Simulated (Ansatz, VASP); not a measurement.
InSe8: VASP beside Ansatz

INCAR

```
SYSTEM = InSe8
  PREC = Accurate
  ENCUT = 520
  EDIFF = 1E-7
  ISMEAR = 0
  SIGMA = 0.1
  LREAL = .FALSE.
  LASPH = .TRUE.
  NELM = 100
  ALGO = Normal
  ISIF = 2
  LWAVE = .FALSE.
  LCHARG = .TRUE.
  GGA = PE
  IVDW = 12
  LELF = .TRUE.
  LVHAR = .TRUE.
  NBANDS = 40
```

Contents of KPOINTS:

```
Automatic mesh
0
G
  3 3 4
  0 0 0
```

The input POSCAR:

```
InSe8
1.0
    7.7415707000      0.0000000000      0.0000000000
   -3.8707853500      6.7043968900      0.0000000000
    0.0000000000      0.0000000000      4.3732966100
In Se
1 8
Direct
    0.0000000000      0.0000000000      0.5000000000
    0.3333333300      0.1666666700      0.1454602200
    0.3333333300      0.6666666700      0.1454602200
    0.8333333300      0.1666666700      0.1454602200
    0.8333333300      0.6666666700      0.1454602200
    0.1666666700      0.3333333300      0.8545397800
    0.1666666700      0.8333333300      0.8545397800
    0.6666666700      0.3333333300      0.8545397800
    0.6666666700      0.8333333300      0.8545397800
```

Input for Ansatz:

```yaml
crystal:
  lattice:
    - [7.7415707, 0.0, 0.0]
    - [-3.87078535, 6.70439689, 0.0]
    - [0.0, 0.0, 4.37329661]
  atoms:
    - { symbol: In, position: [0.0, 0.0, 0.5] }
    - { symbol: Se, position: [0.33333333, 0.16666667, 0.14546022] }
    - { symbol: Se, position: [0.33333333, 0.66666667, 0.14546022] }
    - { symbol: Se, position: [0.83333333, 0.16666667, 0.14546022] }
    - { symbol: Se, position: [0.83333333, 0.66666667, 0.14546022] }
    - { symbol: Se, position: [0.16666667, 0.33333333, 0.85453978] }
    - { symbol: Se, position: [0.16666667, 0.83333333, 0.85453978] }
    - { symbol: Se, position: [0.66666667, 0.33333333, 0.85453978] }
    - { symbol: Se, position: [0.66666667, 0.83333333, 0.85453978] }
basis:
  ecutwfc: 420
kpoints:
  mp_grid: { grid: [3, 3, 4] }
hamiltonian:
  xc: pbe
  dispersion: d3bj
scf:
  occupations: { method: gaussian, width: 0.1 }
  lower_state_search: "off"
output:
  forces: true
  stress: true
  eigenvalues: true
```

Alike in both runs: task single point; functional PBE; dispersion D3(BJ); k mesh 3 × 3 × 4; occupations gaussian, width 0.1 eV; no spin polarisation.

|  | VASP | Ansatz |
| --- | --- | --- |
| version | VASP 6.6.1 | Ansatz 0.2.0 |
| potentials or method | VASP PAW PBE potentials, release 64 (In_d, Se), cutoff 520 eV | scalar-relativistic, plane waves, PAW |
| valence electrons in the cell | 61 | 141 |

|  | VASP | Ansatz | Ansatz less VASP |
| --- | --- | --- | --- |
| gap on the k mesh at the Fermi level (eV) | none | none | - |
| pressure (GPa) | 6.2 | 6.1 | -0.07 |
| traceless stress, the component that is largest in VASP (GPa) | -3.42 | -3.39 | +0.029 |
| rms of the force components (eV/Å) | 0.535 | 0.532 | -0.0035 |

Atom by atom the forces differ by 0.004 eV/Å (rms over components). A gap of «none» marks a metal or a gap that the smearing closes. VASP's potentials hold 61 valence electrons a cell and Ansatz's 141, so a difference there can come from the potentials and not from the codes.
